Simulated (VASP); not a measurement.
A run of VASP 6.6.1 is set up as follows.

Contents of INCAR:

```
PREC = Accurate
ENCUT = 520
EDIFF = 1E-8
ISMEAR = -1
SIGMA = 0.15
LREAL = F
LASPH = T
NELM = 60
ALGO = Fast
ISIF = 2
LWAVE = F
LCHARG = F
GGA = PE
IBRION = 8
NSW = 1
```

KPOINTS

```
Automatic mesh
0
Gamma
  20 20 20
```

File POSCAR:

```
AlCo
1.0
    2.8541838283      0.0000000000      0.0000000000
    0.0000000000      2.8541838283      0.0000000000
    0.0000000000      0.0000000000      2.8541838283
Al Co
1 1
Direct
    0.0000000000      0.0000000000      0.0000000000
    0.5000000000      0.5000000000      0.5000000000
```

Potentials or basis: VASP PAW PBE potentials, release 64 (Al, Co).

Launch:

```sh
$ cat potpaw_PBE.64/Al/POTCAR potpaw_PBE.64/Co/POTCAR > POTCAR
$ mpirun -np 1 vasp_std > vasp.out
```

**Question.** What does it give for the highest phonon frequency at Γ?

**Answer.** 326 cm⁻¹.

Phonon frequencies in cm⁻¹ (negative: imaginary):
| q point | frequencies |
| --- | --- |
| (0.000, 0.000, 0.000) | 0 0 0 326 326 326 |

Caveat: the run has no spin polarisation, though such a crystal can be magnetic. Spin polarisation is off, so any magnetic state and its effect on volume and gap are missing.
